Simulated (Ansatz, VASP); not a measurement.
# Two plane-wave programs on Mg

The input INCAR:

```
SYSTEM = Mg
AGGAC = 1.0
AGGAX = 1.0
ALDAC = 0.0
ALDAX = 1.0
ALGO = Fast
EDIFF = 1E-6
ENCUT = 520
GGA = B5
ISIF = 2
ISMEAR = -1
IVDW = 12
LASPH = .TRUE.
LCHARG = .FALSE.
LREAL = .FALSE.
LWAVE = .FALSE.
NBANDS = 9
NELM = 60
PREC = Accurate
SIGMA = 0.05
VDW_A1 = 0.4298
VDW_A2 = 4.2359
VDW_S6 = 1.0
VDW_S8 = 2.6996
```

The input KPOINTS:

```
k-points
0
G
  10 10 5
  0 0 0
```

The input POSCAR:

```
Mg
1.0
    3.1437856987      0.0000000000      0.0000000000
   -1.5718928494      2.7225982792      0.0000000000
    0.0000000000      0.0000000000      5.1039375022
Mg
2
Direct
    0.6666666667      0.3333333333      0.7500000000
    0.3333333333      0.6666666667      0.2500000000
```

The input input.yaml:

```yaml
crystal:
  lattice:
    - [3.1437856987, 0.0, 0.0]
    - [-1.5718928494, 2.7225982792, 0.0]
    - [0.0, 0.0, 5.1039375022]
  atoms:
    - { symbol: Mg, position: [0.6666666667, 0.3333333333, 0.75] }
    - { symbol: Mg, position: [0.3333333333, 0.6666666667, 0.25] }
hamiltonian:
  xc: blyp
  pseudopotentials: { kind: paw }
  dispersion: d3bj
kpoints:
  mp_grid: { grid: [10, 10, 5] }
scf:
  occupations: { method: fermi_dirac, width: 0.05 }
output:
  forces: true
  stress: true
  eigenvalues: true
```

Alike in both runs: task single point; functional BLYP; dispersion D3(BJ); k mesh 10 × 10 × 5; occupations fermi-dirac, width 0.05 eV; no spin polarisation.

|  | VASP | Ansatz |
| --- | --- | --- |
| version | VASP 6.6.1 | Ansatz 0.2.0 |
| potentials or method | VASP PAW PBE potentials, release 64 (Mg) | Ansatz PAW |
| plane-wave cutoff (eV) | 520 | 420 |
| valence electrons in the cell | 4 | 20 |

Ansatz gave:

```
gap on the k mesh at the Fermi level (eV)                     : none
pressure (GPa)                                                : -2.2
traceless stress, the component that is largest in VASP (GPa) : 0.89
```

Q: What did VASP give for the same quantities?

A: gap on the k mesh at the Fermi level (eV): none; pressure (GPa): -2.3; traceless stress, the component that is largest in VASP (GPa): 0.88.

VASP's potentials were made for PBE, not for BLYP. A gap of «none» marks a metal or a gap that the smearing closes. VASP's potentials hold 4 valence electrons a cell and Ansatz's 20, so a difference there can come from the potentials and not from the codes.
